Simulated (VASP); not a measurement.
# Hf (Pm-3m) in VASP: a series of runs

Runs on Hf. Level: LDA. Tasks: relaxation of cell and atoms.

Program: VASP 6.6.1. These are calculated values, not measurements. Logs are shortened: lines on timing, memory, paths and dates and some standing lists are left out, and cuts for length are marked.

## 1. The cell of the first run

The structure is cubic, space group Pm-3m (No. 221). The conventional cell has a = 2.823 Å, b = 2.823 Å, c = 2.823 Å, α = 90.00°, β = 90.00°, γ = 90.00°. Within 3.7 Å of Hf (site symmetry m-3m) lie 6 Hf at 2.82 Å.

## 2. Relaxation of cell and atoms, LDA

Contents of INCAR:

```
  PREC = Accurate
  ENCUT = 600
  EDIFF = 1E-6
  ISMEAR = -1
  SIGMA = 0.05
  LREAL = False
  LASPH = True
  NELM = 80
  ALGO = Normal
  ISIF = 3
  LWAVE = False
  LCHARG = False
  IBRION = 2
  NSW = 80
  EDIFFG = -0.01
```

Contents of KPOINTS:

```
regular mesh
0
Gamma
  7 7 7
```

Contents of POSCAR:

```
Hf
1.0
    2.8232677204      0.0000000000      0.0000000000
    0.0000000000      2.8232677204      0.0000000000
    0.0000000000      0.0000000000      2.8232677204
Hf
1
Direct
    0.0000000000      0.0000000000      0.0000000000
```

Potentials or basis: VASP PAW LDA potentials, release 64 (Hf_pv).

Started as:

```
> cat potpaw_LDA.64/Hf_pv/POTCAR > POTCAR
> mpirun -np 1 vasp_std > vasp.out
```

OUTCAR:

```text
PREC = Accurate
   ENCUT = 600
   EDIFF = 1E-6
   ISMEAR = -1
   LREAL = False
   LASPH = True
   NELM = 80
   ISIF = 3
   IBRION = 2
   NSW = 80
   EDIFFG = -0.01

 ion  position               nearest neighbor table
   1  0.000  0.000  0.000-

  LATTYP: Found a simple cubic cell.
 ALAT       =     2.8232677204

  Lattice vectors:

 A1 = (   2.8232677204,   0.0000000000,   0.0000000000)
 A2 = (   0.0000000000,   2.8232677204,   0.0000000000)
 A3 = (   0.0000000000,   0.0000000000,   2.8232677204)

Analysis of symmetry for initial positions (statically):
=====================================================================
 Subroutine PRICEL returns:
 Original cell was already a primitive cell.

 Routine SETGRP: Setting up the symmetry group for a
 simple cubic supercell.

 Subroutine GETGRP returns: Found 48 space group operations
 (whereof 48 operations were pure point group operations)
 out of a pool of 48 trial point group operations.

The static configuration has the point symmetry O_h .

Analysis of symmetry for dynamics (positions and initial velocities):
=====================================================================
 Subroutine PRICEL returns:
 Original cell was already a primitive cell.

 Routine SETGRP: Setting up the symmetry group for a
 simple cubic supercell.

 Subroutine GETGRP returns: Found 48 space group operations
 (whereof 48 operations were pure point group operations)
 out of a pool of 48 trial point group operations.

The dynamic configuration has the point symmetry O_h .

 Subroutine INISYM returns: Found 48 space group operations
 (whereof 48 operations are pure point group operations),
 and found     1 'primitive' translations

----------------------------------------------------------------------------------------

                                     Primitive cell

  volume of cell :      22.5038

  direct lattice vectors                    reciprocal lattice vectors
     2.823267720  0.000000000  0.000000000     0.354199495  0.000000000  0.000000000
     0.000000000  2.823267720  0.000000000     0.000000000  0.354199495  0.000000000
     0.000000000  0.000000000  2.823267720     0.000000000  0.000000000  0.354199495

  length of vectors
     2.823267720  2.823267720  2.823267720     0.354199495  0.354199495  0.354199495

  position of ions in fractional coordinates (direct lattice)
     0.000000000  0.000000000  0.000000000

  ion indices of the primitive-cell ions
   primitive index   ion index
                 1           1

----------------------------------------------------------------------------------------

 KPOINTS: regular mesh

Automatic generation of k-mesh.
 Grid dimensions read from file:
 generate k-points for:    7    7    7

 Generating k-lattice:

  Cartesian coordinates                     Fractional coordinates (reciprocal lattice)
     0.050599928  0.000000000  0.000000000     0.142857143  0.000000000  0.000000000
     0.000000000  0.050599928  0.000000000     0.000000000  0.142857143  0.000000000
     0.000000000  0.000000000  0.050599928     0.000000000  0.000000000  0.142857143

  Length of vectors
     0.050599928  0.050599928  0.050599928

  Shift w.r.t. Gamma in fractional coordinates (k-lattice)
     0.000000000  0.000000000  0.000000000

 Subroutine IBZKPT returns following result:
 ===========================================

[... 42 lines left out ...]
   EDIFF  = 0.1E-05   stopping-criterion for ELM
   LREAL  =      F    real-space projection
   EDIFFG = -.1E-01   stopping-criterion for IOM
   NSW    =     80    number of steps for IOM
   IBRION =      2    ionic relax: 0-MD 1-quasi-New 2-CG
   NFREE  =      1    steps in history (QN), initial steepest desc. (CG)
   ISIF   =      3    stress and relaxation
   ISYM   =      2    0-nonsym 1-usesym 2-fastsym
   POTIM  = 0.5000    time-step for ionic-motion
   TEBEG  =    0.0;   TEEND  =   0.0 temperature during run
   PSTRESS=    0.0 pullay stress
   NELECT =      10.0000    total number of electrons
   NUPDOWN=      -1.0000    fix difference up-down
   EMIN   =  10.00;   EMAX   =-10.00  energy-range for DOS
   EFERMI =   0.00;   METHOD = LEGACY
   ISMEAR =    -1;   SIGMA  =   0.05  broadening in eV -4-tet -1-fermi 0-gaus
   EFERMI_NEDOS =   21; number of points for ismear=-14 and -15
   IALGO  =     38    algorithm
   IMIX   =      4    mixing-type and parameters
     AMIX     =   0.40;   BMIX     =  1.00
     AMIX_MAG =   1.60;   BMIX_MAG =  1.00
  volume/ion in A,a.u.               =      22.50       151.86
  Fermi-wavevector in a.u.,A,eV,Ry     =   1.249269  2.360777 21.234259  1.560674
  Thomas-Fermi vector in A             =   2.383318
   LORBIT       =      0    0 simple, 1 ext, 2 COOP (PROOUT), +10 PAW based schemes
   GGA     = CA    functional components
   LHFCALC =     F    Hartree Fock is set to
   AEXX    =    0.0000 exact exchange contribution
   IVDW    =     0    specifies the selected vdW correction
   LEPSILON=     F    determine dielectric tensor
   LRPA    =     F    only Hartree local field effects (RPA)
 conjugate gradient relaxation of ions
 non-spin polarized calculation
  energy-cutoff  :      600.00
  volume of cell :       22.50
 maximum number of plane-waves:       764
 NGX is ok and might be reduce to    24
   NGX = 11   NGY = 11   NGZ = 11

--------------------------------------- Ionic step        1  -------------------------------------------

 number of electron      10.0000000 magnetization

 number of electron       9.9999999 magnetization

 Free energy of the ion-electron system (eV)
  ---------------------------------------------------
  ext. energy  EPLUGINS =         0.00000000
  ---------------------------------------------------
  free energy    TOTEN  =        -9.63005904 eV

  energy without entropy =       -9.60904345  energy(sigma->0) =       -9.61955124

------------------------ aborting loop because EDIFF is reached ----------------------------------------

  FORCE on cell =-STRESS in cart. coord.  units (eV):
  Direction    XX          YY          ZZ          XY          YZ          ZX
  --------------------------------------------------------------------------------------
  -------------------------------------------------------------------------------------
  Total       -0.0122804     -0.0122804     -0.0122804      0.0000000     -0.0000000      0.0000000
  in kB       -0.8743147     -0.8743147     -0.8743147      0.0000000     -0.0000000      0.0000000
  external PRESSURE =      -0.8743147 kB  Pullay stress =       0.0000000 kB

 VOLUME and BASIS-vectors are now :
 -----------------------------------------------------------------------------
  energy-cutoff  :      600.00
  volume of cell :       22.50
      direct lattice vectors                 reciprocal lattice vectors
     2.823267720  0.000000000  0.000000000     0.354199495  0.000000000  0.000000000
     0.000000000  2.823267720  0.000000000     0.000000000  0.354199495  0.000000000
     0.000000000  0.000000000  2.823267720     0.000000000  0.000000000  0.354199495

 POSITION                                       TOTAL-FORCE (eV/Angst)
 -----------------------------------------------------------------------------------
      0.00000      0.00000      0.00000         0.000000      0.000000      0.000000
 -----------------------------------------------------------------------------------
    total drift:                                0.000000      0.000000      0.000000

  FREE ENERGIE OF THE ION-ELECTRON SYSTEM (eV)
  ---------------------------------------------------
  free  energy   TOTEN  =        -9.6300590400 eV

  energy  without entropy=       -9.6090434460  energy(sigma->0) =       -9.61955124

--------------------------------------- Ionic step        2  -------------------------------------------

 number of electron       9.9999999 magnetization

 Free energy of the ion-electron system (eV)
  ---------------------------------------------------
  ext. energy  EPLUGINS =         0.00000000
  ---------------------------------------------------
  free energy    TOTEN  =        -9.63006286 eV

  energy without entropy =       -9.60911329  energy(sigma->0) =       -9.61958807

 E-fermi :   4.1873     XC(G=0): -11.3513

 val. band max:        4.1852710825   @ k =   0.4286   0.2857   0.2857
 cond. band min:       4.2574690612   @ k =   0.4286   0.1429   0.0000
 fundamental gap:      0.0721979787
 Fermi energy:         4.1872586402

 k-point     1 :       0.0000    0.0000    0.0000
  band No.  band energies     occupation
      1     -25.2182      2.00000
      2     -25.2182      2.00000
      3     -25.2182      2.00000
      4      -2.3885      2.00000
      5       2.5992      2.00000
      6       2.5992      2.00000
      7      11.3755      0.00000
      8      11.3755      0.00000
      9      11.3755      0.00000
[... 217 lines left out ...]
 k-point    20 :       0.4286    0.4286    0.4286
  band No.  band energies     occupation
      1     -26.1021      2.00000
      2     -26.0929      2.00000
      3     -26.0929      2.00000
      4       2.6267      2.00000
      5       2.9993      2.00000
      6       2.9993      2.00000
      7      12.1255      0.00000
      8      12.1255      0.00000
      9      12.2302      0.00000

------------------------ aborting loop because EDIFF is reached ----------------------------------------

  FORCE on cell =-STRESS in cart. coord.  units (eV):
  Direction    XX          YY          ZZ          XY          YZ          ZX
  --------------------------------------------------------------------------------------
  -------------------------------------------------------------------------------------
  Total        0.0045843      0.0045843      0.0045843      0.0000000     -0.0000000     -0.0000000
  in kB        0.3269636      0.3269636      0.3269636      0.0000000     -0.0000000     -0.0000000
  external PRESSURE =       0.3269636 kB  Pullay stress =       0.0000000 kB

 VOLUME and BASIS-vectors are now :
 -----------------------------------------------------------------------------
  energy-cutoff  :      600.00
  volume of cell :       22.46
      direct lattice vectors                 reciprocal lattice vectors
     2.821595103 -0.000000000  0.000000000     0.354409461 -0.000000000  0.000000000
     0.000000000  2.821595103  0.000000000     0.000000000  0.354409461  0.000000000
    -0.000000000 -0.000000000  2.821595103    -0.000000000  0.000000000  0.354409461

 POSITION                                       TOTAL-FORCE (eV/Angst)
 -----------------------------------------------------------------------------------
      0.00000      0.00000      0.00000        -0.000000     -0.000000      0.000000
 -----------------------------------------------------------------------------------
    total drift:                                0.000000      0.000000      0.000000

  FREE ENERGIE OF THE ION-ELECTRON SYSTEM (eV)
  ---------------------------------------------------
  free  energy   TOTEN  =        -9.6300628610 eV

  energy  without entropy=       -9.6091132856  energy(sigma->0) =       -9.61958807

 reached required accuracy - stopping structural energy minimisation
```

It took 8.5 s on 1 thread of Intel Xeon 8259CL, shared host; peak memory 0.13 GiB.

What came out:

```
Free energy                            : -9.6301 eV
Relaxed volume                         : 22.46 Å³/atom
Relaxed cell                           : a = 2.822 Å, b = 2.822 Å, c = 2.822 Å, α = 90.00°, β = 90.00°, γ = 90.00°
Space group after relaxing (to 0.05 Å) : Pm-3m (No. 221)
Energy gained by relaxing              : 0.0 meV/atom
Ionic steps                            : 2
Pressure after relaxing                : 0.0 GPa
Band gap on the k mesh                 : zero (band 5 reaches 5.02 eV, above the bottom of band 6 at 2.60 eV)
```

Final structure:
```
Hf
1.0
     2.82160    0.00000    0.00000
     0.00000    2.82160    0.00000
     0.00000    0.00000    2.82160
Hf
1
Direct
  0.00000 0.00000 0.00000
```

Caveat: spin-orbit coupling is left out, which moves the levels of the heavy elements.

## 3. Relaxation of cell and atoms, LDA

This run uses another cell than the first one, of 24.64 Å³/atom, 1.095 times its volume.

Contents of INCAR:

```
PREC = Accurate
ENCUT = 600
EDIFF = 1E-7
ISMEAR = -1
SIGMA = 0.05
LREAL = F
LASPH = T
NELM = 100
ALGO = Normal
ISIF = 3
LWAVE = F
LCHARG = F
GGA = CA
IBRION = 2
NSW = 80
EDIFFG = -0.01
```

KPOINTS is that of step 2.

Contents of POSCAR:

```
Hf
1.0
    2.9100000000      0.0000000000      0.0000000000
    0.0000000000      2.9100000000      0.0000000000
    0.0000000000      0.0000000000      2.9100000000
Hf
1
Direct
    0.0000000000      0.0000000000      0.0000000000
```

Potentials or basis: VASP PAW LDA potentials, release 64 (Hf_pv).

Started as:

```
> cat potpaw_LDA.64/Hf_pv/POTCAR > POTCAR
> mpirun -np 1 vasp_std > vasp.out
```

It took 20 s on 1 thread of Intel Xeon 8259CL, shared host; peak memory 0.14 GiB.

Results (log left out):

- Free energy: -9.6303 eV
- Relaxed volume: 22.49 Å³/atom
- Relaxed cell: a = 2.822 Å, b = 2.822 Å, c = 2.822 Å, α = 90.00°, β = 90.00°, γ = 90.00°
- Space group after relaxing (to 0.05 Å): Pm-3m (No. 221)
- Energy gained by relaxing: 48.8 meV/atom
- Ionic steps: 3
- Pressure after relaxing: 0.0 GPa
- Band gap on the k mesh: zero (band 5 reaches 5.01 eV, above the bottom of band 6 at 2.60 eV)

The path:
| step | energy change (eV) | largest force (eV/Å) | pressure (GPa) | volume (Å³) |
| --- | --- | --- | --- | --- |
| 1 | 0.0000 | 0.0000 | -6.66 | 24.64 |
| 2 | -0.0258 | 0.0000 | 5.87 | 21.17 |
| 3 | -0.0488 | 0.0000 | -0.02 | 22.49 |

Final structure:
```
Hf
1.0
     2.82249    0.00000    0.00000
     0.00000    2.82249    0.00000
     0.00000    0.00000    2.82249
Hf
1
Direct
  0.00000 0.00000 0.00000
```

Levels at points of the mesh, in eV from the Fermi level:
```csv
k point,band 2,band 3,band 4,band 5,band 6,band 7,band 8,band 9
"(0.00, 0.00, 0.00)",-29.41,-29.41,-6.57,-1.59,-1.59,7.18,7.18,7.18
```

Caveat: spin-orbit coupling is left out, which moves the levels of the heavy elements.
